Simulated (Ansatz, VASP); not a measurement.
## NaCl: VASP beside Ansatz

The input INCAR:

```
SYSTEM = NaCl
PREC = Accurate
ENCUT = 600
EDIFF = 1E-7
ISMEAR = -1
SIGMA = 0.05
LREAL = .False.
LASPH = .True.
NELM = 60
ALGO = Normal
ISIF = 3
LWAVE = .False.
LCHARG = .False.
GGA = PE
IVDW = 12
IBRION = 2
NSW = 80
EDIFFG = -0.02
```

File KPOINTS:

```
Automatic mesh
0
Gamma
  8 8 8
  0 0 0
```

The input POSCAR:

```
NaCl
1.0
    3.5021900000      0.0000000000      0.0000000000
    0.0000000000      3.5021900000      0.0000000000
    0.0000000000      0.0000000000      3.5021900000
Cl Na
1 1
Direct
    0.5000000000      0.5000000000      0.5000000000
    0.0000000000      0.0000000000      0.0000000000
```

input.yaml

```yaml
crystal:
  lattice:
    - [3.50219, 0.0, 0.0]
    - [0.0, 3.50219, 0.0]
    - [0.0, 0.0, 3.50219]
  atoms:
    - { symbol: Cl, position: [0.5, 0.5, 0.5] }
    - { symbol: Na, position: [0.0, 0.0, 0.0] }
kpoints:
  mp_grid: { grid: [8, 8, 8] }
scf:
  occupations: { method: fermi_dirac, width: 0.05 }
hamiltonian:
  xc: pbe
  dispersion: d3bj
  pseudopotentials: { kind: all_electron, lapw: { basis_error: 0.001 } }
output:
  forces: true
  stress: true
relax:
  f_tol: 0.02
  max_steps: 60
  cell: {}
```

Alike in both runs: task relaxation of cell and atoms; functional PBE; dispersion D3(BJ); k mesh 8 × 8 × 8; occupations fermi-dirac, width 0.05 eV; no spin polarisation.

|  | VASP | Ansatz |
| --- | --- | --- |
| version | VASP 6.6.1 | Ansatz 0.2.0 |
| potentials or method | VASP PAW PBE potentials, release 64 (Cl, Na_pv), cutoff 600 eV | all-electron LAPW, scalar-relativistic |

Ansatz gave:

* relaxed volume (Å³/atom): 20.26
* relaxed cell length with the largest relative difference (Å): 3.435

Question: What did VASP give for the same quantities?

Answer: Relaxed volume (Å³/atom): 20.28; relaxed cell length with the largest relative difference (Å): 3.436.

Ansatz ran all-electron here, and VASP with PAW potentials.
